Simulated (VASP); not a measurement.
Write the native input for VASP 6.6.1 that does the following.

```yaml
Task: single point
Functional: PBEsol
Potentials_or_basis: VASP PAW PBE potentials, release 64 (Zr_sv, Zn)
Cutoff: 500 eV
k_mesh: 7 × 7 × 7
Occupations: methfessel-paxton, width 0.1 eV
Spin: no spin polarisation
Dipole_correction: no
Further_INCAR_settings: ALGO = Normal; EDIFF = 1e-06; NBANDS = 19
```

The structure of ZrZn lies in POSCAR:

```
ZrZn
1.0
    3.3360000000      0.0000000000      0.0000000000
    0.0000000000      3.3360000000      0.0000000000
    0.0000000000      0.0000000000      3.3360000000
Zr Zn
1 1
Direct
    0.5000000000      0.5000000000      0.5000000000
    0.0000000000      0.0000000000      0.0000000000
```

One way to write it, as run:

INCAR

```
SYSTEM = ZrZn
  PREC = Accurate
  ENCUT = 500
  EDIFF = 1E-6
  ISMEAR = 1
  SIGMA = 0.1
  LREAL = .FALSE.
  LASPH = .TRUE.
  NELM = 120
  ALGO = Normal
  ISIF = 2
  LWAVE = .FALSE.
  LCHARG = .TRUE.
  GGA = PS
  LELF = .TRUE.
  LVHAR = .TRUE.
  NBANDS = 19
  GGA_COMPAT = .FALSE.
```

KPOINTS

```
regular mesh
0
G
  7 7 7
  0 0 0
```

Potentials or basis: VASP PAW PBE potentials, release 64 (Zr_sv, Zn).

Launch:

```bash
$ cat potpaw_PBE.64/Zr_sv/POTCAR potpaw_PBE.64/Zn/POTCAR > POTCAR
$ mpirun -np 1 vasp_std > vasp.out
```

It gave:

```json
{
 "Pressure": "-4.1 GPa"
}
```

Caveat: the cell stands under tension; the PAW data sets were made with another functional, which shifts forces and pressure a little.

It took 6.6 s on 1 thread of Intel(R) Xeon(R) Platinum 8488C (Sapphire Rapids) (shared host), peak memory 0.14 GiB.
